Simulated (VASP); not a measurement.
Write the native input for VASP 6.6.1 that does the following.

```
Task                   : single point
Functional             : PBE
Potentials or basis    : VASP PAW PBE potentials, release 64 (C)
Cutoff                 : 520 eV
k mesh                 : 12 × 12 × 2
Occupations            : gaussian, width 0.05 eV
Spin                   : no spin polarisation
Dipole correction      : no
Further INCAR settings : ALGO = Normal; EDIFF = 1e-07; NBANDS = 36
```

The structure of C lies in POSCAR:

```
C
1.0
    2.3441000000      0.0000000000      0.0000000000
   -1.1720500000      2.0300501490      0.0000000000
    0.0000000000      0.0000000000     11.9630000000
C
12
Direct
    0.0000000000      0.0000000000      0.1868593266
    0.0000000000      0.0000000000      0.6868593266
    0.0000000000      0.0000000000      0.3131406734
    0.0000000000      0.0000000000      0.8131406734
    0.3333333333      0.6666666667      0.5207665411
    0.6666666667      0.3333333333      0.0207665411
    0.3333333333      0.6666666667      0.9792334589
    0.6666666667      0.3333333333      0.4792334589
    0.3333333333      0.6666666667      0.6450950823
    0.6666666667      0.3333333333      0.1450950823
    0.3333333333      0.6666666667      0.8549049177
    0.6666666667      0.3333333333      0.3549049177
```

One way to write it, as run:

INCAR

```
PREC = Accurate ; ENCUT = 520
EDIFF = 1E-7 ; ISMEAR = 0
SIGMA = 0.05 ; LREAL = False
LASPH = True ; NELM = 80
ALGO = Normal ; ISIF = 2
LWAVE = False ; LCHARG = False
GGA = PE ; NBANDS = 36
```

KPOINTS

```
Automatic mesh
0
Gamma
  12 12 2
```

Potentials or basis: VASP PAW PBE potentials, release 64 (C).

Launch:

```sh
$ cat potpaw_PBE.64/C/POTCAR > POTCAR
$ mpirun -np 1 vasp_std > vasp.out
```

It gave:

```
Pressure               : 113.2 GPa
Largest force          : 0.634 eV/Å
Band gap on the k mesh : 5.02 eV
```

Caveat: the stress differs along the axes, from 73 to 133 GPa.

It took 49 s on 1 thread of AMD EPYC 9R45 96-Core Processor (Zen 5), on a shared host, peak memory 0.16 GiB.
